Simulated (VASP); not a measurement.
Na:

```
CELL_PARAMETERS angstrom
-2.14100 2.14100 2.14100
2.14100 -2.14100 2.14100
2.14100 2.14100 -2.14100
ATOMIC_POSITIONS crystal
Na 0.00000 0.00000 0.00000
```

```yaml
Program: VASP 6.6.1
Task: relaxation of cell and atoms
Functional: PBEsol
Potentials_or_basis: VASP PAW PBE potentials, release 64 (Na_pv)
Cutoff: 600 eV
k_mesh: 14 × 14 × 14
Occupations: gaussian, width 0.1 eV
Spin: no spin polarisation
```

At the start: pressure -0.5 GPa; volume 39.26 Å³/atom.

Q: Where does the relaxation end?

A: Over 4 steps the energy falls by 5.5 meV/atom and the volume is 36.10 Å³/atom (-8.0 %); space group Im-3m (No. 229, to 0.05 Å).

Step by step:
```csv
step,energy change (eV),largest force (eV/Å),pressure (GPa),volume (Å³)
1,0.0000,0.0000,-0.55,39.26
2,-0.0023,0.0000,-0.44,38.50
3,-0.0055,0.0000,-0.04,36.30
4,-0.0055,0.0000,0.02,36.10
```

Final structure:
```yaml
crystal:
  lattice:
    - [-2.08195, 2.08195, 2.08195]
    - [2.08195, -2.08195, 2.08195]
    - [2.08195, 2.08195, -2.08195]
  atoms:
    - { symbol: Na, position: [0.00000, 0.00000, 0.00000] }
```

Caveat: the PAW data sets were made with another functional, which shifts forces and pressure a little.
